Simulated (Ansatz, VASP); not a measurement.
# Two plane-wave programs on Pd

File INCAR:

```
PREC = Accurate
ENCUT = 500
EDIFF = 1E-7
ISMEAR = 0
SIGMA = 0.1
LREAL = False
LASPH = True
NELM = 120
ALGO = Normal
ISIF = 3
LWAVE = False
LCHARG = False
GGA = RP
IBRION = 2
NSW = 100
EDIFFG = -0.05
GGA_COMPAT = False
NELMIN = 4
```

The input KPOINTS:

```
Automatic mesh
0
Gamma
  8 8 8
```

File POSCAR:

```
Pd
1.0
    0.0000000000      1.9586507900      1.9586507900
    1.9586507900      0.0000000000      1.9586507900
    1.9586507900      1.9586507900      0.0000000000
Pd
1
Direct
    0.0000000000      0.0000000000      0.0000000000
```

Input for Ansatz:

```yaml
crystal:
  lattice:
    - [0.0, 1.95865079, 1.95865079]
    - [1.95865079, 0.0, 1.95865079]
    - [1.95865079, 1.95865079, 0.0]
  atoms:
    - { symbol: Pd, position: [0.0, 0.0, 0.0] }
basis:
  ecutwfc: 420
kpoints:
  mp_grid: { grid: [8, 8, 8] }
hamiltonian:
  xc: rpbe
  pseudopotentials: { kind: paw, azcp: { folder: soft_1 } }
scf:
  occupations: { method: gaussian, width: 0.1 }
output:
  forces: true
  stress: true
  eigenvalues: true
relax:
  adjacent_minimum: "off"
  f_tol: 0.05
  max_steps: 80
  cell: { stress_tol: 0.5 }
```

Alike in both runs: task relaxation of cell and atoms; functional RPBE; k mesh 8 × 8 × 8; occupations gaussian, width 0.1 eV; no spin polarisation.

|  | VASP | Ansatz |
| --- | --- | --- |
| version | VASP 6.6.1 | Ansatz 0.2.0 |
| potentials or method | VASP PAW PBE potentials, release 64 (Pd), cutoff 500 eV | scalar-relativistic, plane waves, PAW |
| valence electrons in the cell | 10 | 18 |

```tsv
	VASP	Ansatz	Ansatz less VASP
gap on the k mesh at the Fermi level, each at its own relaxed structure (eV)	none	none	-
relaxed volume (Å³/atom)	15.83	15.83	-0.001
relaxed length of the cell vector where the two differ most in proportion (Å)	2.818	2.818	0.0000
```

VASP's potentials were made for PBE, not for RPBE. A gap of «none» marks a metal or a gap that the smearing closes. VASP's potentials hold 10 valence electrons a cell and Ansatz's 18, so a difference there can come from the potentials and not from the codes.
